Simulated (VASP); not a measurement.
Runs of VASP 6.6.1 on CdTe. The structure is that of space group F-43m (No. 216), or close to it. The cells are those of the table. 

| task | level | potentials or basis | cell | cutoff (eV) | gap on the mesh (eV) | pressure (GPa) |
| --- | --- | --- | --- | --- | --- | --- |
| single point | PBEsol | VASP PAW PBE potentials, release 64 (Cd, Te) | a = 4.533 Å, angles 60.0°, 2 atoms | 500 | 0.76 | 1.9 |
| single point | r2SCAN | VASP PAW PBE potentials, release 64 (Cd, Te) | a = 4.533 Å, angles 60.0°, 2 atoms | 550 | 1.38 | 3.4 |
| single point | LDA | VASP PAW LDA potentials, release 64 (Cd, Te) | a = 4.592 Å, angles 60.0°, 2 atoms | 500 | 0.53 | -1.4 |
| single point | r2SCAN | VASP PAW PBE potentials, release 64 (Cd, Te) | a = 4.592 Å, angles 60.0°, 2 atoms | 550 | 1.25 | (b) |
| single point | PBE | VASP PAW PBE potentials, release 64 (Cd, Te) | a = 4.533 Å, angles 60.0°, 2 atoms | 520 | 0.87 | (a) |
| electric field gradients | PBEsol | VASP PAW PBE potentials, release 64 (Cd, Te) | a = 4.533 Å, angles 60.0°, 2 atoms | 520 | 0.76 | 1.8 |
| electric field gradients | r2SCAN | VASP PAW PBE potentials, release 64 (Cd, Te) | a = 4.533 Å, angles 60.0°, 2 atoms | 520 | 1.38 | 3.4 |
| single point | LDA | VASP PAW LDA potentials, release 64 (Cd, Te) | a = 4.533 Å, angles 60.0°, 2 atoms | 520 | 0.65 | 0.2 |

Alike in all rows: no spin polarisation; k mesh 10 × 10 × 10; smearing fermi-dirac 0.08 eV.

Task: Fill in the values left out.

Result: (a) 4.4; (b) 1.4.

Caveats: spin-orbit coupling is left out, which moves the levels of the heavy elements; the PAW data sets were made with another functional, which shifts forces and pressure a little (some runs).

A k mesh can miss the band edges, and the runs leave out spin-orbit coupling on Cd, Te.
